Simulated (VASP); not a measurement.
# PbS (I4mm) in VASP: notebook

Runs on PbS. Level: PBE. Tasks: single point.

Everything below comes from runs of VASP 6.6.1. Logs are shortened: lines on timing, memory, paths and dates and some standing lists are left out, and cuts for length are marked.

### Step 1. The cell of the first run

Symmetry: I4mm, No. 107, tetragonal system. Conventional cell: a = 4.193 Å, b = 4.193 Å, c = 5.930 Å, α = 90.00°, β = 90.00°, γ = 90.00°. Within 3.7 Å of Pb (site symmetry 4mm) lie 6 S at 2.84 to 3.09 Å. S (site symmetry 4mm) has 6 Pb at 2.84 to 3.09 Å within 3.7 Å.

### Step 2. Single point, PBE (all S atoms moved +0.125 Å, as atom 2 along Cartesian [0 0 1])

INCAR

```
PREC = Accurate
ENCUT = 520
EDIFF = 1E-7
ISMEAR = 0
SIGMA = 0.03
LREAL = F
LASPH = T
NELM = 60
ALGO = Normal
ISIF = 2
LWAVE = F
LCHARG = T
GGA = PE
LELF = T
LVHAR = T
NBANDS = 17
```

KPOINTS

```
regular mesh
0
Gamma
  10 10 10
```

POSCAR

```
PbS
1.0
    0.0000000000      2.9650000000      2.9650000000
    2.9650000000      0.0000000000      2.9650000000
    2.9650000000      2.9650000000      0.0000000000
Pb S
1 1
Direct
    0.0000000000      0.0000000000      0.0000000000
    0.5210792580      0.5210792580      0.4789207420
```

Potentials or basis: VASP PAW PBE potentials, release 64 (Pb_d, S).

Started as:

```bash
cat potpaw_PBE.64/Pb_d/POTCAR potpaw_PBE.64/S/POTCAR > POTCAR
mpirun -np 1 vasp_std > vasp.out
```

OUTCAR:

```text
PREC = Accurate
   ENCUT = 520
   EDIFF = 1E-7
   ISMEAR = 0
   LREAL = F
   LASPH = T
   NELM = 60
   ISIF = 2
   GGA = PE

 ion  position               nearest neighbor table
   1  0.000  0.000  0.000-   2 2.84   2 2.97   2 2.97   2 2.97   2 2.97   2 3.09
   2  0.521  0.521  0.479-   1 2.84   1 2.97   1 2.97   1 2.97   1 2.97   1 3.09

  LATTYP: Found a face centered cubic cell.
 ALAT       =     5.9300000000

  Lattice vectors:

 A1 = (   0.0000000000,   2.9650000000,   2.9650000000)
 A2 = (   2.9650000000,   0.0000000000,   2.9650000000)
 A3 = (   2.9650000000,   2.9650000000,   0.0000000000)

Analysis of symmetry for initial positions (statically):
=====================================================================
 Subroutine PRICEL returns:
 Original cell was already a primitive cell.

 Routine SETGRP: Setting up the symmetry group for a
 face centered cubic supercell.

 Subroutine GETGRP returns: Found  8 space group operations
 (whereof  8 operations were pure point group operations)
 out of a pool of 48 trial point group operations.

The static configuration has the point symmetry C_4v.

Analysis of symmetry for dynamics (positions and initial velocities):
=====================================================================
 Subroutine PRICEL returns:
 Original cell was already a primitive cell.

 Routine SETGRP: Setting up the symmetry group for a
 face centered cubic supercell.

 Subroutine GETGRP returns: Found  8 space group operations
 (whereof  8 operations were pure point group operations)
 out of a pool of 48 trial point group operations.

The dynamic configuration has the point symmetry C_4v.

 Subroutine INISYM returns: Found  8 space group operations
 (whereof  8 operations are pure point group operations),
 and found     1 'primitive' translations

----------------------------------------------------------------------------------------

                                     Primitive cell

  volume of cell :      52.1320

  direct lattice vectors                    reciprocal lattice vectors
     0.000000000  2.965000000  2.965000000    -0.168634064  0.168634064  0.168634064
     2.965000000  0.000000000  2.965000000     0.168634064 -0.168634064  0.168634064
     2.965000000  2.965000000  0.000000000     0.168634064  0.168634064 -0.168634064

  length of vectors
     4.193143212  4.193143212  4.193143212     0.292082767  0.292082767  0.292082767

  position of ions in fractional coordinates (direct lattice)
     0.000000000  0.000000000  0.000000000
     0.521079258  0.521079258  0.478920742

  ion indices of the primitive-cell ions
   primitive index   ion index
                 1           1
                 2           2

----------------------------------------------------------------------------------------

 KPOINTS: regular mesh

Automatic generation of k-mesh.
 Grid dimensions read from file:
 generate k-points for:   10   10   10

 Generating k-lattice:

  Cartesian coordinates                     Fractional coordinates (reciprocal lattice)
    -0.016863406  0.016863406  0.016863406     0.100000000  0.000000000  0.000000000
     0.016863406 -0.016863406  0.016863406     0.000000000  0.100000000  0.000000000
     0.016863406  0.016863406 -0.016863406     0.000000000  0.000000000  0.100000000

  Length of vectors
     0.029208277  0.029208277  0.029208277

  Shift w.r.t. Gamma in fractional coordinates (k-lattice)
     0.000000000  0.000000000  0.000000000

 Subroutine IBZKPT returns following result:
 ===========================================

 Found    102 irreducible k-points:

 Following reciprocal coordinates:
            Coordinates               Weight
  0.000000  0.000000  0.000000      1.000000
  0.100000  0.000000  0.000000      8.000000
  0.200000  0.000000  0.000000      8.000000
  0.300000  0.000000  0.000000      8.000000
  0.400000  0.000000  0.000000      8.000000
  0.500000  0.000000  0.000000      4.000000
[... 16 lines left out ...]
 -0.100000  0.100000  0.000000      4.000000
  0.000000 -0.100000  0.100000      8.000000
 [... further k-points ...]
   k-points           NKPTS =    102   k-points in BZ     NKDIM =    102   number of bands    NBANDS=     17
   number of dos      NEDOS =    301   number of ions     NIONS =      2
   total plane-waves  NPLWV =  32768
   dimension x,y,z NGX =    32 NGY =   32 NGZ =   32
   dimension x,y,z NGXF=    64 NGYF=   64 NGZF=   64
   ions per type =               1   1
   NGX,Y,Z   is equivalent  to a cutoff of  12.69, 12.69, 12.69 a.u.
   NGXF,Y,Z  is equivalent  to a cutoff of  25.37, 25.37, 25.37 a.u.
 SYSTEM =  unknown system
   PREC   = accura    normal or accurate (medium, high low for compatibility)
   ISTART =      0    job   : 0-new  1-cont  2-samecut
   ICHARG =      2    charge: 1-file 2-atom 10-const
   ISPIN  =      1    spin polarized calculation?
   LNONCOLLINEAR =      F non collinear calculations
   LSORBIT =      F    spin-orbit coupling
   LASPH  =      T    aspherical Exc in radial PAW
   ENCUT  =  520.0 eV  38.22 Ry    6.18 a.u.   7.80  7.80  7.80*2*pi/ulx,y,z
   NELM   =     60;   NELMIN=  2; NELMDL= -5     # of ELM steps
   EDIFF  = 0.1E-06   stopping-criterion for ELM
   LREAL  =      F    real-space projection
   EDIFFG = 0.1E-05   stopping-criterion for IOM
   NSW    =      0    number of steps for IOM
   IBRION =     -1    ionic relax: 0-MD 1-quasi-New 2-CG
   NFREE  =      0    steps in history (QN), initial steepest desc. (CG)
   ISIF   =      2    stress and relaxation
   ISYM   =      2    0-nonsym 1-usesym 2-fastsym
   POTIM  = 0.5000    time-step for ionic-motion
   TEBEG  =    0.0;   TEEND  =   0.0 temperature during run
   PSTRESS=    0.0 pullay stress
   NELECT =      20.0000    total number of electrons
   NUPDOWN=      -1.0000    fix difference up-down
   EMIN   =  10.00;   EMAX   =-10.00  energy-range for DOS
   EFERMI =   0.00;   METHOD = LEGACY
   ISMEAR =     0;   SIGMA  =   0.03  broadening in eV -4-tet -1-fermi 0-gaus
   EFERMI_NEDOS =   21; number of points for ismear=-14 and -15
   IALGO  =     38    algorithm
   IMIX   =      4    mixing-type and parameters
     AMIX     =   0.40;   BMIX     =  1.00
     AMIX_MAG =   1.60;   BMIX_MAG =  1.00
  volume/ion in A,a.u.               =      26.07       175.90
  Fermi-wavevector in a.u.,A,eV,Ry     =   1.189552  2.247928 19.252709  1.415034
  Thomas-Fermi vector in A             =   2.325657
   LORBIT       =      0    0 simple, 1 ext, 2 COOP (PROOUT), +10 PAW based schemes
   GGA     = PE    functional components
   LHFCALC =     F    Hartree Fock is set to
   AEXX    =    0.0000 exact exchange contribution
   IVDW    =     0    specifies the selected vdW correction
   LEPSILON=     F    determine dielectric tensor
   LRPA    =     F    only Hartree local field effects (RPA)
 non-spin polarized calculation
 Gauss-broadening in eV      SIGMA  =   0.03
  energy-cutoff  :      520.00
  volume of cell :       52.13
 maximum number of plane-waves:      1422
   NGX = 15   NGY = 15   NGZ = 15

 number of electron      19.9999999 magnetization

 Free energy of the ion-electron system (eV)
  ---------------------------------------------------
  ext. energy  EPLUGINS =         0.00000000
  ---------------------------------------------------
  free energy    TOTEN  =        -8.74975703 eV

  energy without entropy =       -8.74975703  energy(sigma->0) =       -8.74975703

 E-fermi :   5.9597     XC(G=0):  -9.6824

 val. band max:        5.7599509013   @ k =   0.5000   0.0000   0.0000
 cond. band min:       6.2818569320   @ k =   0.5000   0.0000   0.0000
 fundamental gap:      0.5219060307
 Fermi energy:         5.9597193833

 k-point     1 :       0.0000    0.0000    0.0000
  band No.  band energies     occupation
      1     -10.9871      2.00000
      2     -10.9833      2.00000
      3     -10.9833      2.00000
      4     -10.9704      2.00000
      5     -10.9698      2.00000
      6      -7.7915      2.00000
[... 9 lines left out ...]
     16      12.6905      0.00000
     17      14.4928      0.00000

 k-point     2 :       0.1000    0.0000    0.0000
  band No.  band energies     occupation
      1     -10.9856      2.00000
      2     -10.9821      2.00000
      3     -10.9812      2.00000
      4     -10.9711      2.00000
      5     -10.9708      2.00000
      6      -7.7055      2.00000
[... 9 lines left out ...]
     16      12.8754      0.00000
     17      15.3197      0.00000

 k-point     3 :       0.2000    0.0000    0.0000
  band No.  band energies     occupation
      1     -10.9867      2.00000
      2     -10.9847      2.00000
      3     -10.9826      2.00000
      4     -10.9650      2.00000
      5     -10.9637      2.00000
      6      -7.4591      2.00000
[... 9 lines left out ...]
     16      13.4051      0.00000
     17      16.8750      0.00000

 k-point     4 :       0.3000    0.0000    0.0000
  band No.  band energies     occupation
      1     -10.9950      2.00000
      2     -10.9933      2.00000
      3     -10.9822      2.00000
      4     -10.9521      2.00000
      5     -10.9502      2.00000
      6      -7.0956      2.00000
[... 9 lines left out ...]
     16      14.2392      0.00000
     17      18.2259      0.00000

 k-point     5 :       0.4000    0.0000    0.0000
  band No.  band energies     occupation
      1     -11.0027      2.00000
      2     -11.0006      2.00000
      3     -10.9818      2.00000
      4     -10.9410      2.00000
      5     -10.9389      2.00000
      6      -6.7227      2.00000
[... 9 lines left out ...]
     16      15.2731      0.00000
     17      17.3198      0.00000

 k-point     6 :       0.5000    0.0000    0.0000
  band No.  band energies     occupation
      1     -11.0057      2.00000
      2     -11.0034      2.00000
      3     -10.9817      2.00000
      4     -10.9367      2.00000
      5     -10.9345      2.00000
      6      -6.5486      2.00000
[... 9 lines left out ...]
     16      15.9639      0.00000
     17      16.4158      0.00000

 k-point     7 :       0.1000    0.1000    0.0000
  band No.  band energies     occupation
      1     -10.9896      2.00000
      2     -10.9777      2.00000
      3     -10.9777      2.00000
      4     -10.9777      2.00000
      5     -10.9679      2.00000
      6      -7.6754      2.00000
[... 9 lines left out ...]
     16      13.4316      0.00000
     17      15.0902      0.00000

 k-point     8 :       0.0000    0.1000    0.1000
  band No.  band energies     occupation
      1     -10.9858      2.00000
      2     -10.9815      2.00000
      3     -10.9798      2.00000
      4     -10.9762      2.00000
      5     -10.9674      2.00000
      6      -7.6761      2.00000
[... 9 lines left out ...]
     16      13.3903      0.00000
     17      15.1210      0.00000
[... 203 lines left out ...]
      1     -11.0015      2.00000
      2     -10.9948      2.00000
      3     -10.9791      2.00000
      4     -10.9512      2.00000
      5     -10.9472      2.00000
      6      -6.8984      2.00000
[... 9 lines left out ...]
     16      15.6087      0.00000
     17      17.4240      0.00000

 k-point    20 :       0.0000   -0.3000    0.1000
  band No.  band energies     occupation
      1     -11.0017      2.00000
      2     -10.9941      2.00000
      3     -10.9805      2.00000
      4     -10.9530      2.00000
      5     -10.9443      2.00000
      6      -6.8977      2.00000
[... 9 lines left out ...]
     16      15.5913      0.00000
     17      17.4243      0.00000

 k-point    21 :      -0.2000    0.1000    0.0000
  band No.  band energies     occupation
      1     -10.9908      2.00000
      2     -10.9869      2.00000
      3     -10.9805      2.00000
      4     -10.9656      2.00000
      5     -10.9565      2.00000
      6      -7.2757      2.00000
[... 9 lines left out ...]
     16      14.5566      0.00000
     17      16.1852      0.00000

 k-point    22 :       0.0000   -0.2000    0.1000
  band No.  band energies     occupation
      1     -10.9907      2.00000
      2     -10.9860      2.00000
      3     -10.9827      2.00000
      4     -10.9672      2.00000
      5     -10.9536      2.00000
      6      -7.2749      2.00000
[... 9 lines left out ...]
     16      14.5376      0.00000
     17      16.1744      0.00000

 k-point    23 :      -0.1000    0.1000    0.0000
  band No.  band energies     occupation
      1     -10.9850      2.00000
      2     -10.9813      2.00000
      3     -10.9789      2.00000
      4     -10.9761      2.00000
      5     -10.9657      2.00000
      6      -7.5652      2.00000
[... 9 lines left out ...]
     16      13.6282      0.00000
     17      15.2778      0.00000

 k-point    24 :       0.0000   -0.1000    0.1000
  band No.  band energies     occupation
      1     -10.9855      2.00000
      2     -10.9817      2.00000
      3     -10.9782      2.00000
      4     -10.9774      2.00000
      5     -10.9640      2.00000
      6      -7.5647      2.00000
[... 9 lines left out ...]
     16      13.6105      0.00000
     17      15.2571      0.00000

 [... further k-points ...]

------------------------ aborting loop because EDIFF is reached ----------------------------------------

  FORCE on cell =-STRESS in cart. coord.  units (eV):
  Direction    XX          YY          ZZ          XY          YZ          ZX
  --------------------------------------------------------------------------------------
  -------------------------------------------------------------------------------------
  Total        0.7248020      0.7248020      0.9388861      0.0000000     -0.0000000      0.0000000
  in kB       22.2754192     22.2754192     28.8548895      0.0000000     -0.0000000      0.0000000
  external PRESSURE =      24.4685759 kB  Pullay stress =       0.0000000 kB

 VOLUME and BASIS-vectors are now :
 -----------------------------------------------------------------------------
  energy-cutoff  :      520.00
  volume of cell :       52.13
      direct lattice vectors                 reciprocal lattice vectors
     0.000000000  2.965000000  2.965000000    -0.168634064  0.168634064  0.168634064
     2.965000000  0.000000000  2.965000000     0.168634064 -0.168634064  0.168634064
     2.965000000  2.965000000  0.000000000     0.168634064  0.168634064 -0.168634064

 POSITION                                       TOTAL-FORCE (eV/Angst)
 -----------------------------------------------------------------------------------
      0.00000      0.00000      0.00000         0.000000      0.000000      0.097763
      2.96500      2.96500      3.09000         0.000000      0.000000     -0.097763
 -----------------------------------------------------------------------------------
    total drift:                                0.000000      0.000000      0.000065

  FREE ENERGIE OF THE ION-ELECTRON SYSTEM (eV)
  ---------------------------------------------------
  free  energy   TOTEN  =        -8.7497570345 eV

  energy  without entropy=       -8.7497570345  energy(sigma->0) =       -8.74975703
```

Wall time 1.9 min (1 thread of Intel Xeon 8259CL, shared host); peak memory 0.23 GiB.

What came out:

```
Free energy            : -8.7498 eV
Pressure               : 2.4 GPa
Largest force          : 0.098 eV/Å
Band gap on the k mesh : 0.52 eV
```

Forces in eV/Å, atoms in the order of the input:
```
Pb   0.000  0.000  0.098
S    0.000  0.000 -0.098
```

Caveat: the cell differs from its parent crystal (all S atoms moved +0.125 Å, as atom 2 along Cartesian [0 0 1]); spin-orbit coupling is left out, which moves the levels of the heavy elements. A k mesh can miss the band edges.

### Step 3. Single point, PBE (all S atoms moved +0.062 Å, as atom 2 along Cartesian [0 0 1])

INCAR

```
SYSTEM = PbS
  PREC = Accurate
  ENCUT = 520
  EDIFF = 1E-6
  ISMEAR = 0
  SIGMA = 0.03
  LREAL = .False.
  LASPH = .True.
  NELM = 100
  ALGO = Normal
  ISIF = 2
  LWAVE = .False.
  LCHARG = .True.
  GGA = PE
  LELF = .True.
  LVHAR = .True.
  NBANDS = 17
```

KPOINTS

```
regular mesh
0
Gamma
  10 10 10
  0 0 0
```

POSCAR, as its differences from that of step 2:

```diff
@@ -9,2 +9,2 @@
     0.0000000000      0.0000000000      0.0000000000
-    0.5210792580      0.5210792580      0.4789207420
+    0.5105396290      0.5105396290      0.4894603710
```

Potentials or basis: VASP PAW PBE potentials, release 64 (Pb_d, S).

Started as:

```bash
cat potpaw_PBE.64/Pb_d/POTCAR potpaw_PBE.64/S/POTCAR > POTCAR
mpirun -np 1 vasp_std > vasp.out
```

Run time: 96 s. Hardware: 1 thread of Intel Xeon 8259CL, shared host; peak memory 0.23 GiB.

The run converged. Its results:

```
Free energy            : -8.7539 eV
Pressure               : 2.3 GPa
Largest force          : 0.039 eV/Å
Band gap on the k mesh : 0.41 eV
```

Forces in eV/Å, atoms in the order of the input:
```
Pb   0.000  0.000  0.039
S    0.000  0.000 -0.039
```

Stress tensor (GPa, compression positive):
```
2.20 0.00 0.00
0.00 2.20 0.00
0.00 0.00 2.37
```

Levels at points of the mesh, in eV from the valence-band top:
| k point | band 8 | band 9 | band 10 | band 11 | band 12 | band 13 |
| --- | --- | --- | --- | --- | --- | --- |
| (0.00, 0.00, 0.00) | -2.16 | -2.16 | -2.16 | 5.20 | 5.20 | 5.24 |
| (0.50, 0.00, 0.00) | -1.78 | -1.77 | 0.00 | 0.41 | 1.98 | 2.00 |
| (0.50, 0.50, 0.00) | -5.16 | -3.43 | -3.43 | 3.88 | 5.61 | 5.71 |
| (0.00, 0.50, 0.50) | -5.18 | -3.43 | -3.42 | 3.84 | 5.60 | 5.72 |

Caveat: the cell differs from its parent crystal (all S atoms moved +0.062 Å, as atom 2 along Cartesian [0 0 1]); spin-orbit coupling is left out, which moves the levels of the heavy elements. A k mesh can miss the band edges.
